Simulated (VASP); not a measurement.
# Al3Ru2 (I4/mmm) in VASP: single point with LDA

Aim: the single point of Al3Ru2 with LDA.

All numbers are computed with VASP 6.6.1; they aren't measurements. Logs are shortened: lines on timing, memory, paths and dates and some standing lists are left out, and cuts for length are marked.

### 1 The cell of the first run

The structure is tetragonal, space group I4/mmm (No. 139). The conventional cell has a = 3.050 Å, b = 3.050 Å, c = 14.157 Å, α = 90.00°, β = 90.00°, γ = 90.00°. Within 3.5 Å of Al (site symmetry 4/mmm) lie 8 Ru at 2.62 Å and 6 Al at 2.74 to 3.05 Å. Al (site symmetry 4mm) has 5 Ru at 2.49 to 2.84 Å and 9 Al at 2.68 to 3.05 Å within 3.3 Å. Ru (site symmetry 4mm) has 9 Al at 2.49 to 2.84 Å and 5 Ru at 2.99 to 3.05 Å within 3.3 Å.

### 2 Single point, LDA

Input file INCAR:

```
SYSTEM = Al3Ru2
PREC     = Accurate       ! precision mode
ENCUT    = 520            ! plane-wave cutoff, eV
EDIFF    = 1E-6           ! SCF threshold, eV
ISMEAR   = -1             ! smearing method
SIGMA    = 0.15           ! smearing width, eV
LREAL    = .FALSE.        ! projectors in reciprocal space
LASPH    = .TRUE.         ! aspherical terms in the spheres
NELM     = 60             ! most SCF steps
ALGO     = Fast           ! electronic algorithm
ISIF     = 2              ! what is computed and relaxed
LWAVE    = .FALSE.        ! write WAVECAR
LCHARG   = .FALSE.        ! write CHGCAR
NBANDS   = 26             ! bands
```

Input file KPOINTS:

```
Automatic mesh
0
G
  16 16 16
  0 0 0
```

Input file POSCAR:

```
Al3Ru2
1.0
   -1.5247516901      1.5247516901      7.0785687821
    1.5247516901     -1.5247516901      7.0785687821
    1.5247516901      1.5247516901     -7.0785687821
Al Ru
3 2
Direct
    0.0000000000      0.0000000000      0.0000000000
    0.8062073671      0.8062073671      0.0000000000
    0.1937926329      0.1937926329      0.0000000000
    0.6055451019      0.6055451019      0.0000000000
    0.3944548981      0.3944548981      0.0000000000
```

Potentials or basis: VASP PAW LDA potentials, release 64 (Al, Ru_pv).

The run is started by

```sh
$ cat potpaw_LDA.64/Al/POTCAR potpaw_LDA.64/Ru_pv/POTCAR > POTCAR
$ mpirun -np 1 vasp_std > vasp.out
```

OUTCAR:

```text
SYSTEM = Al3Ru2
   PREC = Accurate
   ENCUT = 520
   EDIFF = 1E-6
   ISMEAR = -1
   LREAL = .FALSE.
   LASPH = .TRUE.
   NELM = 60
   ISIF = 2

 ion  position               nearest neighbor table
   1  0.000  0.000  0.000-   4 2.62   4 2.62   5 2.62   4 2.62   5 2.62   5 2.62   4 2.62   5 2.62
                             2 2.74   3 2.74
   2  0.806  0.806  0.000-   5 2.49   5 2.49   5 2.49   5 2.49   3 2.68   3 2.68   3 2.68   3 2.68
                             1 2.74   4 2.84
   3  0.194  0.194  0.000-   4 2.49   4 2.49   4 2.49   4 2.49   2 2.68   2 2.68   2 2.68   2 2.68
                             1 2.74   5 2.84
   4  0.606  0.606  0.000-   3 2.49   3 2.49   3 2.49   3 2.49   1 2.62   1 2.62   1 2.62   1 2.62
                             2 2.84   5 2.99
   5  0.394  0.394  0.000-   2 2.49   2 2.49   2 2.49   2 2.49   1 2.62   1 2.62   1 2.62   1 2.62
                             3 2.84   4 2.99

  LATTYP: Found a body centered tetragonal cell.
 ALAT       =     3.0495033802
 C/A-ratio  =     4.6424403580

  Lattice vectors:

 A1 = (  -1.5247516901,   1.5247516901,   7.0785687821)
 A2 = (   1.5247516901,  -1.5247516901,   7.0785687821)
 A3 = (   1.5247516901,   1.5247516901,  -7.0785687821)

Analysis of symmetry for initial positions (statically):
=====================================================================
 Subroutine PRICEL returns:
 Original cell was already a primitive cell.

 Routine SETGRP: Setting up the symmetry group for a
 body centered tetragonal supercell.

 Subroutine GETGRP returns: Found 16 space group operations
 (whereof 16 operations were pure point group operations)
 out of a pool of 16 trial point group operations.

The static configuration has the point symmetry D_4h.

Analysis of symmetry for dynamics (positions and initial velocities):
=====================================================================
 Subroutine PRICEL returns:
 Original cell was already a primitive cell.

 Routine SETGRP: Setting up the symmetry group for a
 body centered tetragonal supercell.

 Subroutine GETGRP returns: Found 16 space group operations
 (whereof 16 operations were pure point group operations)
 out of a pool of 16 trial point group operations.

The dynamic configuration has the point symmetry D_4h.

 Subroutine INISYM returns: Found 16 space group operations
 (whereof 16 operations are pure point group operations),
 and found     1 'primitive' translations

----------------------------------------------------------------------------------------

                                     Primitive cell

  volume of cell :      65.8269

  direct lattice vectors                    reciprocal lattice vectors
    -1.524751690  1.524751690  7.078568782     0.000000000  0.327922247  0.070635748
     1.524751690 -1.524751690  7.078568782     0.327922247  0.000000000  0.070635748
     1.524751690  1.524751690 -7.078568782     0.327922247  0.327922247  0.000000000

  length of vectors
     7.399721038  7.399721038  7.399721038     0.335443600  0.335443600  0.463752089

  position of ions in fractional coordinates (direct lattice)
     0.000000000  0.000000000  0.000000000
     0.806207367  0.806207367  0.000000000
     0.193792633  0.193792633  0.000000000
     0.605545102  0.605545102  0.000000000
     0.394454898  0.394454898  0.000000000

  ion indices of the primitive-cell ions
   primitive index   ion index
                 1           1
                 2           2
                 3           3
                 4           4
                 5           5

----------------------------------------------------------------------------------------

 KPOINTS: Automatic mesh

Automatic generation of k-mesh.
 Grid dimensions read from file:
 generate k-points for:   16   16   16

 Generating k-lattice:

  Cartesian coordinates                     Fractional coordinates (reciprocal lattice)
     0.000000000  0.020495140  0.004414734     0.062500000  0.000000000 -0.000000000
     0.020495140  0.000000000  0.004414734     0.000000000  0.062500000 -0.000000000
     0.020495140  0.020495140  0.000000000     0.000000000  0.000000000  0.062500000

  Length of vectors
     0.020965225  0.020965225  0.028984506

  Shift w.r.t. Gamma in fractional coordinates (k-lattice)
     0.000000000  0.000000000  0.000000000

 Subroutine IBZKPT returns following result:
 ===========================================

 Found    349 irreducible k-points:

 Following reciprocal coordinates:
            Coordinates               Weight
  0.000000  0.000000  0.000000      1.000000
  0.062500  0.000000 -0.000000      8.000000
  0.125000  0.000000 -0.000000      8.000000
  0.187500  0.000000 -0.000000      8.000000
  0.250000  0.000000 -0.000000      8.000000
  0.312500  0.000000 -0.000000      8.000000
[... 16 lines left out ...]
 -0.125000  0.062500  0.000000     16.000000
 -0.062500  0.062500  0.000000      4.000000
 [... further k-points ...]
   k-points           NKPTS =    349   k-points in BZ     NKDIM =    349   number of bands    NBANDS=     26
   number of dos      NEDOS =    301   number of ions     NIONS =      5
   total plane-waves  NPLWV = 175616
   dimension x,y,z NGX =    56 NGY =   56 NGZ =   56
   dimension x,y,z NGXF=   112 NGYF=  112 NGZF=  112
   ions per type =               3   2
   NGX,Y,Z   is equivalent  to a cutoff of  12.58, 12.58, 12.58 a.u.
   NGXF,Y,Z  is equivalent  to a cutoff of  25.16, 25.16, 25.16 a.u.
 SYSTEM =  Al3Ru2
   PREC   = accura    normal or accurate (medium, high low for compatibility)
   ISTART =      0    job   : 0-new  1-cont  2-samecut
   ICHARG =      2    charge: 1-file 2-atom 10-const
   ISPIN  =      1    spin polarized calculation?
   LNONCOLLINEAR =      F non collinear calculations
   LSORBIT =      F    spin-orbit coupling
   LASPH  =      T    aspherical Exc in radial PAW
   ENCUT  =  520.0 eV  38.22 Ry    6.18 a.u.  13.76 13.76 13.76*2*pi/ulx,y,z
   NELM   =     60;   NELMIN=  2; NELMDL= -5     # of ELM steps
   EDIFF  = 0.1E-05   stopping-criterion for ELM
   LREAL  =      F    real-space projection
   EDIFFG = 0.1E-04   stopping-criterion for IOM
   NSW    =      0    number of steps for IOM
   IBRION =     -1    ionic relax: 0-MD 1-quasi-New 2-CG
   NFREE  =      0    steps in history (QN), initial steepest desc. (CG)
   ISIF   =      2    stress and relaxation
   ISYM   =      2    0-nonsym 1-usesym 2-fastsym
   POTIM  = 0.5000    time-step for ionic-motion
   TEBEG  =    0.0;   TEEND  =   0.0 temperature during run
   PSTRESS=    0.0 pullay stress
   NELECT =      37.0000    total number of electrons
   NUPDOWN=      -1.0000    fix difference up-down
   EMIN   =  10.00;   EMAX   =-10.00  energy-range for DOS
   EFERMI =   0.00;   METHOD = LEGACY
   ISMEAR =    -1;   SIGMA  =   0.15  broadening in eV -4-tet -1-fermi 0-gaus
   EFERMI_NEDOS =   21; number of points for ismear=-14 and -15
   IALGO  =     68    algorithm
   IMIX   =      4    mixing-type and parameters
     AMIX     =   0.40;   BMIX     =  1.00
     AMIX_MAG =   1.60;   BMIX_MAG =  1.00
  volume/ion in A,a.u.               =      13.17        88.84
  Fermi-wavevector in a.u.,A,eV,Ry     =   1.351059  2.553130 24.835520  1.825359
  Thomas-Fermi vector in A             =   2.478512
   LORBIT       =      0    0 simple, 1 ext, 2 COOP (PROOUT), +10 PAW based schemes
   GGA     = CA    functional components
   LHFCALC =     F    Hartree Fock is set to
   AEXX    =    0.0000 exact exchange contribution
   IVDW    =     0    specifies the selected vdW correction
   LEPSILON=     F    determine dielectric tensor
   LRPA    =     F    only Hartree local field effects (RPA)
 non-spin polarized calculation
 RMM-DIIS sequential band-by-band and
  energy-cutoff  :      520.00
  volume of cell :       65.83
 maximum number of plane-waves:      1806
   NGX = 27   NGY = 27   NGZ = 27

 number of electron      36.9999999 magnetization

 Free energy of the ion-electron system (eV)
  ---------------------------------------------------
  ext. energy  EPLUGINS =         0.00000000
  ---------------------------------------------------
  free energy    TOTEN  =       -37.48157135 eV

  energy without entropy =      -37.36793148  energy(sigma->0) =      -37.42475142

 E-fermi :  10.7102     XC(G=0): -12.5290

 val. band max:       10.7030188553   @ k =   0.3750   0.2500   0.0625
 cond. band min:      10.7158619414   @ k =  -0.3750   0.4375   0.1875
 fundamental gap:      0.0128430860
 Fermi energy:        10.7101782057

 k-point     1 :       0.0000    0.0000    0.0000
  band No.  band energies     occupation
      1     -31.1325      2.00000
      2     -31.0601      2.00000
      3     -31.0601      2.00000
      4     -31.0509      2.00000
      5     -31.0509      2.00000
      6     -31.0241      2.00000
[... 18 lines left out ...]
     25      16.7451      0.00000
     26      16.9267      0.00000

 k-point     2 :       0.0625    0.0000   -0.0000
  band No.  band energies     occupation
      1     -31.1317      2.00000
      2     -31.0669      2.00000
      3     -31.0595      2.00000
      4     -31.0576      2.00000
      5     -31.0503      2.00000
      6     -31.0235      2.00000
[... 18 lines left out ...]
     25      16.9375      0.00000
     26      17.4530      0.00000

 k-point     3 :       0.1250    0.0000   -0.0000
  band No.  band energies     occupation
      1     -31.1293      2.00000
      2     -31.0864      2.00000
      3     -31.0767      2.00000
      4     -31.0578      2.00000
      5     -31.0486      2.00000
      6     -31.0217      2.00000
[... 18 lines left out ...]
     25      17.4397      0.00000
     26      17.8328      0.00000

 k-point     4 :       0.1875    0.0000   -0.0000
  band No.  band energies     occupation
      1     -31.1258      2.00000
      2     -31.1155      2.00000
      3     -31.1051      2.00000
      4     -31.0553      2.00000
      5     -31.0461      2.00000
      6     -31.0191      2.00000
[... 18 lines left out ...]
     25      17.7735      0.00000
     26      18.1346      0.00000
[... 496 lines left out ...]
      1     -31.1251      2.00000
      2     -31.1149      2.00000
      3     -31.1045      2.00000
      4     -31.0621      2.00000
      5     -31.0528      2.00000
      6     -31.0184      2.00000
[... 18 lines left out ...]
     25      17.5143      0.00000
     26      18.3801      0.00000

 k-point    23 :      -0.1250    0.0625    0.0000
  band No.  band energies     occupation
      1     -31.1286      2.00000
      2     -31.0858      2.00000
      3     -31.0761      2.00000
      4     -31.0646      2.00000
      5     -31.0553      2.00000
      6     -31.0210      2.00000
[... 18 lines left out ...]
     25      16.9284      0.00000
     26      18.5169      0.00000

 k-point    24 :      -0.0625    0.0625    0.0000
  band No.  band energies     occupation
      1     -31.1309      2.00000
      2     -31.0666      2.00000
      3     -31.0660      2.00000
      4     -31.0573      2.00000
      5     -31.0568      2.00000
      6     -31.0228      2.00000
[... 18 lines left out ...]
     25      16.5122      0.00000
     26      17.9996      0.00000

 [... further k-points ...]
[... 5 lines left out ...]
  --------------------------------------------------------------------------------------
  -------------------------------------------------------------------------------------
  Total        0.2716029      0.2716029      0.2671926      0.0000000     -0.0000000      0.0000000
  in kB        6.6106064      6.6106064      6.5032638      0.0000000     -0.0000000      0.0000000
  external PRESSURE =       6.5748255 kB  Pullay stress =       0.0000000 kB

 VOLUME and BASIS-vectors are now :
 -----------------------------------------------------------------------------
  energy-cutoff  :      520.00
  volume of cell :       65.83
      direct lattice vectors                 reciprocal lattice vectors
    -1.524751690  1.524751690  7.078568782     0.000000000  0.327922247  0.070635748
     1.524751690 -1.524751690  7.078568782     0.327922247  0.000000000  0.070635748
     1.524751690  1.524751690 -7.078568782     0.327922247  0.327922247  0.000000000

 POSITION                                       TOTAL-FORCE (eV/Angst)
 -----------------------------------------------------------------------------------
      0.00000      0.00000      0.00000         0.000000      0.000000      0.000000
      0.00000      0.00000     11.41359        -0.000000     -0.000000     -0.026022
      0.00000      0.00000      2.74355        -0.000000     -0.000000      0.026022
      0.00000      0.00000      8.57279         0.000000      0.000000     -0.012468
      0.00000      0.00000      5.58435         0.000000      0.000000      0.012468
 -----------------------------------------------------------------------------------
    total drift:                               -0.000000     -0.000000      0.000000

  FREE ENERGIE OF THE ION-ELECTRON SYSTEM (eV)
  ---------------------------------------------------
  free  energy   TOTEN  =       -37.4815713521 eV

  energy  without entropy=      -37.3679314795  energy(sigma->0) =      -37.42475142
```

Wall time 48 min (1 thread of Intel Xeon Platinum 8175M at 2.50GHz (Skylake/Cascade Lake), shared host); peak memory 0.68 GiB.

Results:

```yaml
Free_energy: -37.4816 eV
Pressure: 0.7 GPa
Largest_force: 0.026 eV/Å
Band_gap_on_the_k_mesh: zero (an odd number of electrons rules out a gap without spin polarisation)
```

Forces in eV/Å, atoms in the order of the input:
```
Al   0.000  0.000  0.000
Al   0.000  0.000 -0.026
Al   0.000  0.000  0.026
Ru   0.000  0.000 -0.012
Ru   0.000  0.000  0.012
```
